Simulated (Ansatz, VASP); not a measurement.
# Pd: VASP beside Ansatz

```
Pd
1.0
     0.00000    1.89628    2.04215
     1.89628    0.00000    2.04215
     1.89628    1.89628    0.00000
Pd
1
Direct
  0.00000 0.00000 0.00000
```

Change from the starting cell: strain -0.025 along x and y, +0.050 along z, atoms carried along.

Alike in both runs: task single point; functional PBE; k mesh 20 × 20 × 20; occupations gaussian, width 0.15 eV; no spin polarisation.

|  | VASP | Ansatz |
| --- | --- | --- |
| version | VASP 6.6.1 | Ansatz 0.2.0 |
| potentials or method | VASP PAW PBE potentials, release 64 (Pd), cutoff 520 eV | scalar-relativistic, plane waves, PAW |
| valence electrons in the cell | 10 | 18 |

```csv
,VASP,Ansatz,Ansatz less VASP
gap on the k mesh at the Fermi level (eV),none,none,-
pressure (GPa),8.1,8.5,+0.37
"traceless stress, the component that is largest in VASP (GPa)",-3.62,-3.67,-0.056
```

A gap of «none» marks a metal or a gap that the smearing closes. With one functional, cell and mesh, what is left measures potentials, basis and numerics. VASP's potentials hold 10 valence electrons a cell and Ansatz's 18, so a difference there can come from the potentials and not from the codes.
